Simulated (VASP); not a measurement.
Here is a VASP 6.6.1 calculation.

POSCAR

```
CrPdF4
1.0
    3.4067555700      0.0000000000      0.0000000000
    0.0000000000      3.4067555700      0.0000000000
    0.0000000000      0.0000000000      5.9976234600
Pd Cr F
1 1 4
Direct
    0.0000000000      0.0000000000      0.0000000000
    0.5000000000      0.5000000000      0.5000000000
    0.5000000000      0.0000000000      0.5000000000
    0.0000000000      0.5000000000      0.5000000000
    0.5000000000      0.5000000000      0.2100000000
    0.5000000000      0.5000000000      0.7900000000
```

INCAR.step1

```
ALGO = Normal
EDIFF = 1E-4
ENCUT = 520
GGA = PE
ISMEAR = -5
ISPIN = 2
LASPH = T
LCHARG = F
LDAU = T
LDAUJ = 0 0 0
LDAUL = -1 2 -1
LDAUTYPE = 2
LDAUU = 0 2.23 0
LMAXMIX = 4
LREAL = F
LWAVE = T
MAGMOM = -0.89 2.31 0.06 0.06 0 0
NELM = 150
PREC = Accurate
SIGMA = 0.1265
```

The input INCAR.step2:

```
ALGO = Normal
EDIFF = 1E-7
ENCUT = 520
ISIF = 2
ISMEAR = 0
ISPIN = 2
ISTART = 1
LASPH = T
LCHARG = F
LDAU = T
LDAUJ = 0 0 0
LDAUL = -1 2 -1
LDAUPRINT = 1
LDAUTYPE = 2
LDAUU = 0 2.23 0
LMAXMIX = 4
LMIXTAU = T
LORBIT = 11
LREAL = F
LWAVE = F
MAGMOM = -0.89 2.31 0.06 0.06 0 0
METAGGA = R2SCAN
NELM = 150
PREC = Accurate
SIGMA = 0.1265
```

File KPOINTS:

```
k-points
0
Gamma
  7 7 4
```

Potentials or basis: VASP PAW PBE potentials, release 64 (Pd, Cr_pv, F).

Launch:

```console
$ cat potpaw_PBE.64/Pd/POTCAR potpaw_PBE.64/Cr_pv/POTCAR potpaw_PBE.64/F/POTCAR > POTCAR
$ cp INCAR.step1 INCAR
$ mpirun -np 1 vasp_std > vasp.out
$ cp INCAR.step2 INCAR
$ mpirun -np 1 vasp_std > vasp.out
```

(1) Predict the largest force.

(2) What does it give for the pressure?

Results:

(1) 4.702 eV/Å.

(2) 43.9 GPa.

Caveat: the PAW data sets were made with another functional, which shifts forces and pressure a little; a cell with one magnetic atom can't hold antiferromagnetic order, which such compounds often take.
